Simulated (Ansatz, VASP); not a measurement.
# La2O3: VASP beside Ansatz

INCAR

```
SYSTEM = La2O3
PREC = Accurate
ENCUT = 520
EDIFF = 1E-6
ISMEAR = 0
SIGMA = 0.01
LREAL = .False.
LASPH = .True.
NELM = 60
ALGO = Normal
ISIF = 2
LWAVE = .False.
LCHARG = .True.
GGA = PS
IVDW = 12
LELF = .True.
LVHAR = .True.
NBANDS = 28
```

Contents of KPOINTS:

```
Automatic mesh
0
Gamma
  6 6 6
  0 0 0
```

Contents of POSCAR:

```
La2O3
1.0
    6.2667800000      0.0000000000      0.0000000000
   -3.1333900000      5.4271906799      0.0000000000
    0.0000000000      0.0000000000      3.2997660000
La O
2 3
Direct
    0.3333333333      0.6666666667      0.5000000000
    0.6666666667      0.3333333333      0.5000000000
    0.4919860000      0.4919860000      0.0000000000
    0.0000000000      0.5080140000      0.0000000000
    0.5080140000      0.0000000000      0.0000000000
```

Input for Ansatz:

```yaml
crystal:
  lattice:
    a: 6.26678
    b: 6.26678
    c: 3.299766
    alpha: 90.0
    beta: 90.0
    gamma: 120.0
  atoms:
    - { symbol: La, position: [0.3333333333333333, 0.6666666666666666, 0.5] }
    - { symbol: La, position: [0.6666666666666666, 0.3333333333333333, 0.5] }
    - { symbol: O, position: [0.491986, 0.491986, 0.0] }
    - { symbol: O, position: [0.0, 0.508014, 0.0] }
    - { symbol: O, position: [0.508014, 0.0, 0.0] }
basis:
  ecutwfc: 475.0
kpoints:
  mp_grid:
    grid: [6, 6, 6]
    shift: [0.0, 0.0, 0.0]
hamiltonian:
  xc: pbesol
  dispersion: d3bj
scf:
  occupations:
    method: fixed
output:
  eigenvalues: true
```

Alike in both runs: task single point; functional PBEsol; dispersion D3(BJ); k mesh 6 × 6 × 6; no spin polarisation.

|  | VASP | Ansatz |
| --- | --- | --- |
| version | VASP 6.6.1 | Ansatz 0.2.0 |
| potentials or method | VASP PAW PBE potentials, release 64 (La, O), cutoff 520 eV | plane waves, PAW |
| occupations | gaussian, width 0.01 eV | fixed |
| valence electrons in the cell | 40 | 40 |

```csv
,VASP,Ansatz,Ansatz less VASP
gap on the k mesh at the Fermi level (eV),1.46,1.46,-0.004
```

VASP's potentials were made for PBE, not for PBEsol.

Neither program's run includes spin-orbit coupling.
